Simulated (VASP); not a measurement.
Runs of VASP 6.6.1 on Re. The structure is that of space group Fm-3m (No. 225), or close to it. The cells are those of the table. 

| level | potentials or basis | cell | gap on the mesh (eV) | pressure (GPa) |
| --- | --- | --- | --- | --- |
| PBE | VASP PAW PBE potentials, release 64 (Re) | a = 2.712 Å, angles 60.0°, 1 atom | none | 25.6 |
| PBE | VASP PAW PBE potentials, release 64 (Re) | a = 2.653 Å, angles 60.0°, 1 atom | none | (a) |
| PBE | VASP PAW PBE potentials, release 64 (Re) | a = 2.823 Å, angles 60.0°, 1 atom | none | -19.4 |
| LDA | VASP PAW LDA potentials, release 64 (Re) | a = 2.769 Å, angles 60.0°, 1 atom | none | -14.6 |
| PBE | VASP PAW PBE potentials, release 64 (Re) | a = 2.796 Å, angles 60.0°, 1 atom | none | -10.8 |
| PBE | VASP PAW PBE potentials, release 64 (Re) | a = 2.683 Å, angles 60.0°, 1 atom | none | (b) |
| PBE | VASP PAW PBE potentials, release 64 (Re) | a = 2.858 Å, angles 60.0°, 1 atom | none | -28.8 |
| PBE | VASP PAW PBE potentials, release 64 (Re) | a = 2.741 Å, angles 60.0°, 1 atom | none | (c) |

Alike in all rows: task single point; no spin polarisation; k mesh 18 × 18 × 18; cutoff (eV) 520; smearing gaussian 0.1 eV.

Q: Fill in the values left out.

A: (a) 61.9; (b) 42.2; (c) 11.4.

Caveats: spin-orbit coupling is left out, which moves the levels of the heavy elements.

A k mesh can miss the band edges, and the runs leave out spin-orbit coupling on Re.

A gap of «none» marks levels without a gap at the run's occupations.
